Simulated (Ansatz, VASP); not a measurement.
# TaN in VASP and in Ansatz

INCAR

```
SYSTEM = TaN
PREC     = Accurate       ! precision mode
ENCUT    = 520            ! plane-wave cutoff, eV
EDIFF    = 1E-6           ! SCF threshold, eV
ISMEAR   = 0              ! smearing method
SIGMA    = 0.1            ! smearing width, eV
LREAL    = .False.        ! projectors in reciprocal space
LASPH    = .True.         ! aspherical terms in the spheres
NELM     = 80             ! most SCF steps
ALGO     = Normal         ! electronic algorithm
ISIF     = 2              ! what is computed and relaxed
LWAVE    = .False.        ! write WAVECAR
LCHARG   = .False.        ! write CHGCAR
GGA      = PE             ! functional
NBANDS   = 24             ! bands
```

The input KPOINTS:

```
regular mesh
0
Gamma
  24 24 10
  0 0 0
```

POSCAR

```
TaN
1.0
    2.9171012913      0.0000000000      0.0000000000
   -1.4585506457      2.5262838237      0.0000000000
    0.0000000000      0.0000000000      5.9148455103
Ta N
2 2
Direct
    0.0000000000      0.0000000000      0.0000000000
    0.0000000000      0.0000000000      0.5000000000
    0.3333333333      0.6666666667      0.2500000000
    0.6666666667      0.3333333333      0.7500000000
```

Input for Ansatz:

```yaml
crystal:
  lattice:
    - [2.9171012908, 0.0, 0.0]
    - [-1.4585506454, 2.5262838232, 0.0]
    - [0.0, 0.0, 5.9148455123]
  atoms:
    - { symbol: Ta, position: [0.0, 0.0, 0.0] }
    - { symbol: Ta, position: [0.0, 0.0, 0.5] }
    - { symbol: "N", position: [0.3333333333, 0.6666666667, 0.25] }
    - { symbol: "N", position: [0.6666666667, 0.3333333333, 0.75] }
basis:
  ecutwfc: 420
kpoints:
  mp_grid: { grid: [24, 24, 10] }
hamiltonian:
  xc: pbe
scf:
  occupations: { method: gaussian, width: 0.1 }
output:
  forces: true
  stress: true
  eigenvalues: true
```

Alike in both runs: task single point; functional PBE; k mesh 24 × 24 × 10; occupations gaussian, width 0.1 eV; no spin polarisation.

|  | VASP | Ansatz |
| --- | --- | --- |
| version | VASP 6.6.1 | Ansatz 0.2.0 |
| potentials or method | VASP PAW PBE potentials, release 64 (Ta_pv, N), cutoff 520 eV | scalar-relativistic, plane waves, PAW |
| valence electrons in the cell | 32 | 36 |

Ansatz gave:

| Property | Result |
| --- | --- |
| gap on the k mesh at the Fermi level (eV) | none |
| pressure (GPa) | 0.0 |
| traceless stress, the component that is largest in VASP (GPa) | -0.16 |

**Question.** What did VASP give for the same quantities?

**Answer.** gap on the k mesh at the Fermi level (eV): none; pressure (GPa): 0.7; traceless stress, the component that is largest in VASP (GPa): -0.11.

A gap of «none» marks a metal or a gap that the smearing closes. VASP's potentials hold 32 valence electrons a cell and Ansatz's 36, so a difference there can come from the potentials and not from the codes.

Spin-orbit coupling is off throughout.
